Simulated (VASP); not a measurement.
Set up this calculation in VASP 6.6.1, as the native input.

| Quantity | Value |
| --- | --- |
| Task | relaxation of cell and atoms |
| Functional | PBEsol |
| Potentials or basis | VASP PAW PBE potentials, release 64 (Zn) |
| Cutoff | 600 eV |
| k mesh | 18 × 18 × 18 |
| Occupations | gaussian, width 0.1 eV |
| Spin | no spin polarisation |
| Dipole correction | no |
| Further INCAR settings | ALGO = Normal; EDIFF = 1e-06; IBRION = 2; EDIFFG = -0.005; NSW = 100; ISIF = 3 |

The structure of Zn lies in POSCAR:

```
Zn
1.0
    0.0000000000      1.9647760000      1.9647760000
    1.9647760000      0.0000000000      1.9647760000
    1.9647760000      1.9647760000      0.0000000000
Zn
1
Direct
    0.0000000000      0.0000000000      0.0000000000
```

These files were run (other wordings do the same):

INCAR

```
SYSTEM = Zn
ALGO = Normal ; EDIFF = 1E-6
EDIFFG = -0.005 ; ENCUT = 600
GGA = PS ; IBRION = 2
ISIF = 3 ; ISMEAR = 0
LASPH = .True. ; LCHARG = .False.
LREAL = .False. ; LWAVE = .False.
NELM = 80 ; NSW = 100
PREC = Accurate ; SIGMA = 0.1
```

KPOINTS

```
k-points
0
Gamma
  18 18 18
  0 0 0
```

Potentials or basis: VASP PAW PBE potentials, release 64 (Zn).

Command:

```sh
$ cat potpaw_PBE.64/Zn/POTCAR > POTCAR
$ mpirun -np 1 vasp_std > vasp.out
```

It gave:

| Property | Result |
| --- | --- |
| Relaxed volume | 14.20 Å³/atom |
| Relaxed cell | a = 2.718 Å, b = 2.718 Å, c = 2.718 Å, α = 60.00°, β = 60.00°, γ = 60.00° |
| Space group after relaxing (to 0.05 Å) | Fm-3m (No. 225) |
| Energy gained by relaxing | 15.6 meV/atom |
| Ionic steps | 4 |
| Pressure after relaxing | 0.0 GPa |
| Band gap on the k mesh | zero (band 6 reaches 5.12 eV, above the bottom of band 7 at 2.12 eV) |

Caveat: the PAW data sets were made with another functional, which shifts forces and pressure a little.

Wall time 39 s on 1 thread of Intel Xeon 6975P-C, with other jobs on the host, peak memory 0.17 GiB.
